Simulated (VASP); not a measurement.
Here is a VASP 6.6.1 calculation.

INCAR

```
SYSTEM = Ag
PREC     = Accurate       ! precision mode
ENCUT    = 520            ! plane-wave cutoff, eV
EDIFF    = 1E-7           ! SCF threshold, eV
ISMEAR   = 0              ! smearing method
SIGMA    = 0.15           ! smearing width, eV
LREAL    = .False.        ! projectors in reciprocal space
LASPH    = .True.         ! aspherical terms in the spheres
NELM     = 80             ! most SCF steps
ALGO     = Normal         ! electronic algorithm
ISIF     = 2              ! what is computed and relaxed
LWAVE    = .False.        ! write WAVECAR
LCHARG   = .True.         ! write CHGCAR
GGA      = PS             ! functional
LELF     = .True.         ! ELF
LVHAR    = .True.       
NBANDS   = 12             ! bands
```

Contents of KPOINTS:

```
Automatic mesh
0
Gamma
  20 20 20
  0 0 0
```

File POSCAR:

```
Ag
1.0
   -1.6556540000      1.6556540000      1.5935669750
    1.6556540000     -1.6556540000      1.5935669750
    1.6556540000      1.6556540000     -1.5935669750
Ag
1
Direct
    0.0000000000      0.0000000000      0.0000000000
```

Potentials or basis: VASP PAW PBE potentials, release 64 (Ag).

Command:

```sh
$ cat potpaw_PBE.64/Ag/POTCAR > POTCAR
$ mpirun -np 1 vasp_std > vasp.out
```

(1) Estimate the pressure.

Results:

(1) -4.3 GPa.

Caveat: the cell differs from its parent crystal (strain -0.0375 x Voigt [0, 0, 1, 0, 0, 0]); the PAW data sets were made with another functional, which shifts forces and pressure a little.
